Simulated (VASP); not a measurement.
A run of VASP 6.6.1 is set up as follows.

File INCAR:

```
SYSTEM = MnAs
  PREC = Accurate
  ENCUT = 520
  EDIFF = 1E-6
  ISMEAR = 0
  SIGMA = 0.05
  LREAL = .FALSE.
  LASPH = .TRUE.
  NELM = 150
  ALGO = Normal
  ISIF = 2
  LWAVE = .FALSE.
  LCHARG = .FALSE.
  ISPIN = 2
  MAGMOM = 3.5 0
  LORBIT = 11
  LMAXMIX = 4
  GGA = PE
  NBANDS = 20
```

File KPOINTS:

```
regular mesh
0
G
  12 12 12
  0 0 0
```

Contents of POSCAR:

```
MnAs
1.0
    0.0000000000      2.8299541856      2.8299541856
    2.8299541856      0.0000000000      2.8299541856
    2.8299541856      2.8299541856      0.0000000000
Mn As
1 1
Direct
    0.0000000000      0.0000000000      0.0000000000
    0.2500000000      0.2500000000      0.2500000000
```

Potentials or basis: VASP PAW PBE potentials, release 64 (Mn_pv, As).

Launch:

```bash
$ cat potpaw_PBE.64/Mn_pv/POTCAR potpaw_PBE.64/As/POTCAR > POTCAR
$ mpirun -np 1 vasp_std > vasp.out
```

Problem. Predict the net moment.

Solution. 3.71 μB per cell.

Problem. Predict the site moments.

Solution. Mn +3.64; As -0.16 μB.

Problem. Estimate the pressure.

Solution. 0.1 GPa.

Caveat: a cell with one magnetic atom can't hold antiferromagnetic order, which such compounds often take.
